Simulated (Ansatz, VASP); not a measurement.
# Al: VASP beside Ansatz

Contents of INCAR:

```
ALGO     = Normal         # electronic algorithm
DIPOL    = 0.5 0.5 0.500
EDIFF    = 1E-7           # SCF threshold, eV
ENCUT    = 520            # plane-wave cutoff, eV
GGA      = PS             # functional
IDIPOL   = 3            
ISIF     = 2              # what is computed and relaxed
ISMEAR   = -1             # smearing method
LASPH    = T              # aspherical terms in the spheres
LCHARG   = F              # write CHGCAR
LDIPOL   = T            
LREAL    = F              # projectors in reciprocal space
LWAVE    = F              # write WAVECAR
NBANDS   = 16             # bands
NELM     = 80             # most SCF steps
PREC     = Accurate       # precision mode
SIGMA    = 0.05           # smearing width, eV
```

KPOINTS

```
k-points
0
Gamma
  14 10 1
```

POSCAR

```
Al
1.0
    2.8394161666      0.0000000000      0.0000000000
    0.0000000000      4.0155408520      0.0000000000
    0.0000000000      0.0000000000     21.6788000000
Al
5
Direct
    0.0000000000      0.0000000000      0.3690233701
    0.5000000000      0.5000000000      0.4345116849
    0.0000000000      0.0000000000      0.5000000000
    0.5000000000      0.5000000000      0.5654883151
    0.0000000000      0.0000000000      0.6309766299
```

Input for Ansatz:

```yaml
crystal:
  lattice:
    - [2.8394161666, 0.0, 0.0]
    - [0.0, 4.015540852, 0.0]
    - [0.0, 0.0, 21.6788]
  atoms:
    - { symbol: Al, position: [0.0, 0.0, 0.3690233701] }
    - { symbol: Al, position: [0.5, 0.5, 0.4345116849] }
    - { symbol: Al, position: [0.0, 0.0, 0.5] }
    - { symbol: Al, position: [0.5, 0.5, 0.5654883151] }
    - { symbol: Al, position: [0.0, 0.0, 0.6309766299] }
kpoints:
  mp_grid: { grid: [14, 10, 1] }
scf:
  occupations: { method: fermi_dirac, width: 0.05 }
hamiltonian:
  xc: pbesol
  pseudopotentials: { kind: paw }
output:
  forces: true
  stress: true
  eigenvalues: true
  populations: true
efield:
  axis: 3
  amplitude: 0
  dipole_correction: true
```

Alike in both runs: task single point; functional PBEsol; k mesh 14 × 10 × 1; occupations fermi-dirac, width 0.05 eV; no spin polarisation.

|  | VASP | Ansatz |
| --- | --- | --- |
| version | VASP 6.6.1 | Ansatz 0.2.0 |
| potentials or method | VASP PAW PBE potentials, release 64 (Al) | PAW with Ansatz's default frozen-core files, scalar-relativistic |
| plane-wave cutoff (eV) | 520 | 420 |
| valence electrons in the cell | 15 | 15 |

```csv
,VASP,Ansatz,Ansatz less VASP
rms of the force components (eV/Å),0.089,0.091,+0.0014
```

VASP's potentials were made for PBE, not for PBEsol. Atom by atom the forces differ by 0.001 eV/Å (rms over components).
